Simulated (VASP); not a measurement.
# Al (a cell with a defect) in VASP: single point with PBE+D3(BJ)

Aim: the single point of Al (a cell with a defect) with PBE+D3(BJ).

Program: VASP 6.6.1. These are calculated values, not measurements. Logs are shortened: lines on timing, memory, paths and dates and some standing lists are left out, and cuts for length are marked.

**1. The cell of the first run**

The cell holds a defect, 31 atoms: a = 8.100 Å, b = 8.100 Å, c = 8.100 Å, α = 90.00°, β = 90.00°, γ = 90.00°.

**2. Single point, PBE+D3(BJ)**

INCAR reads:

```
PREC = Accurate
ENCUT = 520
EDIFF = 1E-6
ISMEAR = -1
SIGMA = 0.05
LREAL = Auto
LASPH = T
NELM = 80
ALGO = Normal
ISIF = 2
LWAVE = F
LCHARG = T
GGA = PE
IVDW = 12
LELF = T
LVHAR = T
NBANDS = 68
```

KPOINTS reads:

```
regular mesh
0
Gamma
  3 3 3
```

POSCAR reads:

```
Al
1.0
    8.1000000000      0.0000000000      0.0000000000
    0.0000000000      8.1000000000      0.0000000000
    0.0000000000      0.0000000000      8.1000000000
Al
31
Direct
    0.5008371605      0.0031708642      0.0050097531
    0.7459062963      0.2482101235      0.0046359259
    0.7483771605      0.0005669136      0.2505202469
   -0.0013074074     -0.0018070370     -0.0008181481
    0.2449377778      0.2486860494     -0.0084276543
    0.5005683951      0.5044462963     -0.0097067901
    0.7508369136      0.7503856790     -0.0006481481
    0.2512165432      0.0022809877      0.2505044444
    0.4611428395      0.2901213580      0.2504909877
    0.7474514815      0.4983765432      0.2505417284
    0.5008446914      0.0031233333      0.4960398765
    0.7458487654      0.2481807407      0.4963423457
    0.7500032099     -0.0006813580      0.7505290123
    0.0020454321      0.4992195062      0.0044490123
    0.2497725926      0.7470669136      0.0039756790
    0.0038711111      0.2508688889      0.2504883951
    0.4977255556      0.7444122222      0.2505465432
   -0.0012440741     -0.0017764198      0.5018100000
    0.2450216049      0.2487634568      0.5093623457
    0.5006951852      0.5045228395      0.5107977778
    0.7509225926      0.7504377778      0.5017320988
    0.2499997531     -0.0047995062      0.7504622222
    0.5018346914      0.2468175309      0.7505054321
    0.7546275309      0.4988617284      0.7505719753
    0.0017062963      0.7478076543      0.2505140741
    0.0019991358      0.4991866667      0.4965812346
    0.2497485185      0.7469853086      0.4970196296
   -0.0073224691      0.2473534568      0.7504646914
    0.2476029630      0.5010986420      0.7505048148
    0.5016272840      0.7573256790      0.7505569136
    0.0001858025      0.7487809877      0.7505172840
```

Potentials or basis: VASP PAW PBE potentials, release 64 (Al).

Started as:

```sh
cat potpaw_PBE.64/Al/POTCAR > POTCAR
mpirun -np 1 vasp_std > vasp.out
```

OUTCAR:

```text
PREC = Accurate
   ENCUT = 520
   EDIFF = 1E-6
   ISMEAR = -1
   LREAL = Auto
   LASPH = T
   NELM = 80
   ISIF = 2
   GGA = PE
   IVDW = 12
 IVDW          = 12

 ion  position               nearest neighbor table
   1  0.501  0.003  0.005-   2 2.81   3 2.82   8 2.84  23 2.85  30 2.87   5 2.87   7 2.88  13 2.88
                            17 2.89  22 2.90  15 2.90   9 3.08
   2  0.746  0.248  0.005-   1 2.81   3 2.83  10 2.84  23 2.85  28 2.87   6 2.88   4 2.88  13 2.88
                            16 2.89  24 2.89  14 2.90   9 3.07
   3  0.748  0.001  0.251-   1 2.82  11 2.82  12 2.83   2 2.83  21 2.87   7 2.87   4 2.87  18 2.87
                            16 2.90  25 2.90  17 2.90   9 3.30
   4  0.999  0.998  0.999-   7 2.84   5 2.85  13 2.85  28 2.85  31 2.85  22 2.86   3 2.87  25 2.87
                            15 2.88   2 2.88   8 2.89  16 2.89
   5  0.245  0.249  0.992-   9 2.75  28 2.83  29 2.83  14 2.83  22 2.83   4 2.85  23 2.85  16 2.87
                             1 2.87   8 2.90   6 2.93
   6  0.501  0.504  0.990-   9 2.75  30 2.82  29 2.82  15 2.83  24 2.83   7 2.84  23 2.85  17 2.87
                             2 2.88  10 2.91   5 2.93
   7  0.751  0.750  0.999-   4 2.84   6 2.84  13 2.85  30 2.85  31 2.85  24 2.87   3 2.87  25 2.88
                            14 2.88   1 2.88  10 2.88  17 2.89
   8  0.251  0.002  0.251-   1 2.84  11 2.84  16 2.84  15 2.87  27 2.87  18 2.89   9 2.89   4 2.89
                            25 2.89  17 2.89  19 2.90   5 2.90
   9  0.461  0.290  0.250-   6 2.75  20 2.75  19 2.75   5 2.75  10 2.87   8 2.89  12 3.07   2 3.07
[... 31 lines left out ...]
  25  0.002  0.748  0.251-  27 2.83  15 2.83  14 2.83  26 2.83  18 2.87   4 2.87  21 2.88   7 2.88
                            10 2.89   8 2.89   3 2.90
  26  0.002  0.499  0.497-  19 2.83  16 2.83  25 2.83  27 2.84  29 2.86  10 2.87  24 2.87  21 2.88
                            31 2.88  28 2.90  12 2.90
  27  0.250  0.747  0.497-  20 2.83  17 2.83  25 2.83  26 2.84  29 2.86  22 2.87   8 2.87  18 2.88
                            31 2.88  30 2.90  11 2.91
  28  0.993  0.247  0.750-  24 2.81  13 2.81   5 2.83  19 2.83  18 2.85   4 2.85   2 2.87  12 2.87
                            26 2.90  14 2.90  29 2.91  22 2.92
  29  0.248  0.501  0.751-   6 2.82  20 2.82  19 2.83   5 2.83  31 2.84  27 2.86  15 2.86  14 2.86
                            26 2.86  23 2.91  28 2.91  30 2.92
  30  0.502  0.757  0.751-  22 2.80  13 2.81  20 2.82   6 2.82   7 2.85  21 2.85   1 2.87  11 2.87
                            15 2.90  27 2.90  29 2.92  24 2.93
  31  0.000  0.749  0.751-  29 2.84  24 2.84  22 2.84  21 2.85   4 2.85  18 2.85   7 2.85  13 2.87
                            15 2.88  27 2.88  14 2.88  26 2.88

  LATTYP: Found a simple cubic cell.
 ALAT       =     8.1000000000

  Lattice vectors:

 A1 = (   8.1000000000,   0.0000000000,   0.0000000000)
 A2 = (   0.0000000000,   8.1000000000,   0.0000000000)
 A3 = (   0.0000000000,   0.0000000000,   8.1000000000)

Analysis of symmetry for initial positions (statically):
=====================================================================
 Subroutine PRICEL returns:
 Original cell was already a primitive cell.

 Routine SETGRP: Setting up the symmetry group for a
 simple cubic supercell.

 Subroutine GETGRP returns: Found  1 space group operations
 (whereof  1 operations were pure point group operations)
 out of a pool of 48 trial point group operations.

The static configuration has the point symmetry C_1 .

Analysis of symmetry for dynamics (positions and initial velocities):
=====================================================================
 Subroutine PRICEL returns:
 Original cell was already a primitive cell.

 Routine SETGRP: Setting up the symmetry group for a
 simple cubic supercell.

 Subroutine GETGRP returns: Found  1 space group operations
 (whereof  1 operations were pure point group operations)
 out of a pool of 48 trial point group operations.

The dynamic configuration has the point symmetry C_1 .

 Subroutine INISYM returns: Found  1 space group operations
 (whereof  1 operations are pure point group operations),
 and found     1 'primitive' translations

----------------------------------------------------------------------------------------

                                     Primitive cell

  volume of cell :     531.4410

  direct lattice vectors                    reciprocal lattice vectors
     8.100000000  0.000000000  0.000000000     0.123456790  0.000000000  0.000000000
     0.000000000  8.100000000  0.000000000     0.000000000  0.123456790  0.000000000
     0.000000000  0.000000000  8.100000000     0.000000000  0.000000000  0.123456790

  length of vectors
     8.100000000  8.100000000  8.100000000     0.123456790  0.123456790  0.123456790

  position of ions in fractional coordinates (direct lattice)
     0.500837160  0.003170864  0.005009753
     0.745906296  0.248210124  0.004635926
     0.748377160  0.000566914  0.250520247
     0.998692593  0.998192963  0.999181852
     0.244937778  0.248686049  0.991572346
     0.500568395  0.504446296  0.990293210
[... 23 lines left out ...]
     0.501627284  0.757325679  0.750556914
     0.000185802  0.748780988  0.750517284

  ion indices of the primitive-cell ions
   primitive index   ion index
                 1           1
                 2           2
                 3           3
                 4           4
                 5           5
                 6           6
[... 23 lines left out ...]
                30          30
                31          31

----------------------------------------------------------------------------------------

 KPOINTS: regular mesh

Automatic generation of k-mesh.
 Grid dimensions read from file:
 generate k-points for:    3    3    3

 Generating k-lattice:

  Cartesian coordinates                     Fractional coordinates (reciprocal lattice)
     0.041152263  0.000000000  0.000000000     0.333333333  0.000000000  0.000000000
     0.000000000  0.041152263  0.000000000     0.000000000  0.333333333  0.000000000
     0.000000000  0.000000000  0.041152263     0.000000000  0.000000000  0.333333333

  Length of vectors
     0.041152263  0.041152263  0.041152263

  Shift w.r.t. Gamma in fractional coordinates (k-lattice)
     0.000000000  0.000000000  0.000000000

 Subroutine IBZKPT returns following result:
 ===========================================

 Found     14 irreducible k-points:

 Following reciprocal coordinates:
            Coordinates               Weight
  0.000000  0.000000  0.000000      1.000000
  0.333333  0.000000  0.000000      2.000000
  0.000000  0.333333  0.000000      2.000000
  0.000000  0.000000  0.333333      2.000000
  0.333333  0.333333  0.000000      2.000000
  0.000000  0.333333  0.333333      2.000000
  0.333333  0.000000  0.333333      2.000000
 -0.333333  0.333333  0.000000      2.000000
 -0.333333  0.000000  0.333333      2.000000
  0.000000 -0.333333  0.333333      2.000000
  0.333333  0.333333  0.333333      2.000000
 -0.333333  0.333333  0.333333      2.000000
 -0.333333 -0.333333  0.333333      2.000000
  0.333333 -0.333333  0.333333      2.000000
   k-points           NKPTS =     14   k-points in BZ     NKDIM =     14   number of bands    NBANDS=     68
   number of dos      NEDOS =    301   number of ions     NIONS =     31
   total plane-waves  NPLWV = 216000
   dimension x,y,z NGX =    60 NGY =   60 NGZ =   60
   dimension x,y,z NGXF=   120 NGYF=  120 NGZF=  120
   ions per type =              31
   NGX,Y,Z   is equivalent  to a cutoff of  12.31, 12.31, 12.31 a.u.
   NGXF,Y,Z  is equivalent  to a cutoff of  24.63, 24.63, 24.63 a.u.
 SYSTEM =  unknown system
   PREC   = accura    normal or accurate (medium, high low for compatibility)
   ISTART =      0    job   : 0-new  1-cont  2-samecut
   ICHARG =      2    charge: 1-file 2-atom 10-const
   ISPIN  =      1    spin polarized calculation?
   LNONCOLLINEAR =      F non collinear calculations
   LSORBIT =      F    spin-orbit coupling
   LASPH  =      T    aspherical Exc in radial PAW
   ENCUT  =  520.0 eV  38.22 Ry    6.18 a.u.  15.06 15.06 15.06*2*pi/ulx,y,z
   NELM   =     80;   NELMIN=  2; NELMDL= -5     # of ELM steps
   EDIFF  = 0.1E-05   stopping-criterion for ELM
   LREAL  =      T    real-space projection
   EDIFFG = 0.1E-04   stopping-criterion for IOM
   NSW    =      0    number of steps for IOM
   IBRION =     -1    ionic relax: 0-MD 1-quasi-New 2-CG
   NFREE  =      0    steps in history (QN), initial steepest desc. (CG)
   ISIF   =      2    stress and relaxation
   ISYM   =      2    0-nonsym 1-usesym 2-fastsym
   POTIM  = 0.5000    time-step for ionic-motion
   TEBEG  =    0.0;   TEEND  =   0.0 temperature during run
   PSTRESS=    0.0 pullay stress
   NELECT =      93.0000    total number of electrons
   NUPDOWN=      -1.0000    fix difference up-down
   EMIN   =  10.00;   EMAX   =-10.00  energy-range for DOS
   EFERMI =   0.00;   METHOD = LEGACY
   ISMEAR =    -1;   SIGMA  =   0.05  broadening in eV -4-tet -1-fermi 0-gaus
   EFERMI_NEDOS =   21; number of points for ismear=-14 and -15
   IALGO  =     38    algorithm
   IMIX   =      4    mixing-type and parameters
     AMIX     =   0.40;   BMIX     =  1.00
     AMIX_MAG =   1.60;   BMIX_MAG =  1.00
  volume/ion in A,a.u.               =      17.14       115.69
  Fermi-wavevector in a.u.,A,eV,Ry     =   0.915695  1.730412 11.408446  0.838497
  Thomas-Fermi vector in A             =   2.040466
   LORBIT       =      0    0 simple, 1 ext, 2 COOP (PROOUT), +10 PAW based schemes
   GGA     = PE    functional components
   LHFCALC =     F    Hartree Fock is set to
   AEXX    =    0.0000 exact exchange contribution
   IVDW    =    12    specifies the selected vdW correction
   LEPSILON=     F    determine dielectric tensor
   LRPA    =     F    only Hartree local field effects (RPA)
 non-spin polarized calculation
  energy-cutoff  :      520.00
  volume of cell :      531.44
 maximum number of plane-waves:     14358
   NGX = 31   NGY = 31   NGZ = 31

 number of electron      93.0000000 magnetization

 Free energy of the ion-electron system (eV)
  ---------------------------------------------------
  ext. energy  EPLUGINS =         0.00000000
  ---------------------------------------------------
  free energy    TOTEN  =      -115.82297561 eV

  energy without entropy =     -115.73912040  energy(sigma->0) =     -115.78104800

 E-fermi :   7.4589     XC(G=0): -10.0304

 val. band max:        7.4253000265   @ k =   0.3333   0.3333   0.3333
 cond. band min:       7.4674877039   @ k =   0.3333  -0.3333   0.3333
 fundamental gap:      0.0421876774
 Fermi energy:         7.4589240064

 k-point     1 :       0.0000    0.0000    0.0000
  band No.  band energies     occupation
      1      -3.3660      2.00000
      2      -1.2364      2.00000
      3      -1.2159      2.00000
      4      -1.1674      2.00000
      5      -1.1672      2.00000
      6      -1.1128      2.00000
[... 843 lines left out ...]
     57       9.2654      0.00000
     58       9.5111      0.00000
 [bands above 58 left out]

------------------------ aborting loop because EDIFF is reached ----------------------------------------

 Edisp (eV)  -10.02567

 E8    (eV) :    -4.4828

  FORCE on cell =-STRESS in cart. coord.  units (eV):
  Direction    XX          YY          ZZ          XY          YZ          ZX
  --------------------------------------------------------------------------------------
  -------------------------------------------------------------------------------------
  Total     -14.31052   -14.33229   -12.98865     0.37540    -0.00313    -0.00035
  in kB     -43.14307   -43.20868   -39.15792     1.13175    -0.00944    -0.00105
  external pressure =      -41.84 kB  Pullay stress =        0.00 kB

 VOLUME and BASIS-vectors are now :
 -----------------------------------------------------------------------------
  energy-cutoff  :      520.00
  volume of cell :      531.44
      direct lattice vectors                 reciprocal lattice vectors
     8.100000000  0.000000000  0.000000000     0.123456790  0.000000000  0.000000000
     0.000000000  8.100000000  0.000000000     0.000000000  0.123456790  0.000000000
     0.000000000  0.000000000  8.100000000     0.000000000  0.000000000  0.123456790

 POSITION                                       TOTAL-FORCE (eV/Angst)
 -----------------------------------------------------------------------------------
      4.05678      0.02568      0.04058        -0.013491      0.008546     -0.012181
      6.04184      2.01050      0.03755        -0.004977      0.019509     -0.008896
      6.06186      0.00459      2.02921        -0.026533      0.022966      0.001053
      8.08941      8.08536      8.09337        -0.017200      0.013399     -0.001057
      1.98400      2.01436      8.03174         0.008089      0.045443      0.060487
      4.05460      4.08602      8.02138        -0.044706     -0.006843      0.072747
[... 23 lines left out ...]
      4.06318      6.13434      6.07951        -0.005983     -0.007711     -0.001745
      0.00151      6.06513      6.07919        -0.011766      0.008133      0.002516
 -----------------------------------------------------------------------------------
    total drift:                                0.010694     -0.006474      0.013565

  FREE ENERGIE OF THE ION-ELECTRON SYSTEM (eV)
  ---------------------------------------------------
  free  energy   TOTEN  =      -125.8486505774 eV

  energy  without entropy=     -125.7647953645  energy(sigma->0) =     -125.80672297
```

Wall time 12 min (1 thread of Oxide Virtual Turin-like, shared host); peak memory 0.6 GiB.

Results:

* Free energy: -125.8487 eV
* Pressure: -4.2 GPa
* Largest force: 0.584 eV/Å
* Band gap on the k mesh: zero (an odd number of electrons rules out a gap without spin polarisation)
* Dispersion energy per atom: -0.323 eV

Forces in eV/Å, atoms in the order of the input:
```
Al  -0.013  0.009 -0.012
Al  -0.005  0.020 -0.009
Al  -0.027  0.023  0.001
Al  -0.017  0.013 -0.001
Al   0.008  0.045  0.060
Al  -0.045 -0.007  0.073
Al  -0.010  0.021 -0.007
Al  -0.032 -0.014  0.002
Al   0.397 -0.428 -0.002
Al   0.008  0.029  0.000
Al  -0.014  0.010  0.010
Al  -0.003  0.020  0.008
Al  -0.018  0.009  0.003
Al  -0.016  0.006 -0.007
Al  -0.004  0.019 -0.001
Al  -0.024  0.004  0.000
Al  -0.003  0.034 -0.001
Al  -0.019  0.014  0.002
Al   0.006  0.047 -0.058
Al  -0.046 -0.009 -0.074
Al  -0.013  0.018  0.007
Al  -0.005  0.040  0.001
Al  -0.009  0.014  0.000
Al  -0.046  0.009 -0.002
Al  -0.008  0.009  0.000
Al  -0.013  0.005  0.005
Al  -0.004  0.020 -0.001
Al   0.001  0.011  0.002
Al  -0.008  0.009  0.001
Al  -0.006 -0.008 -0.002
Al  -0.012  0.008  0.003
```

Levels at points of the mesh, in eV from the Fermi level:
```csv
k point,band 45,band 46,band 47,band 48,band 49,band 50
"(0.00, 0.00, 0.00)",-0.27,0.37,0.48,0.48,0.53,0.54
```

The gap in the log of VASP goes by the Fermi energy; the results here count the filled bands.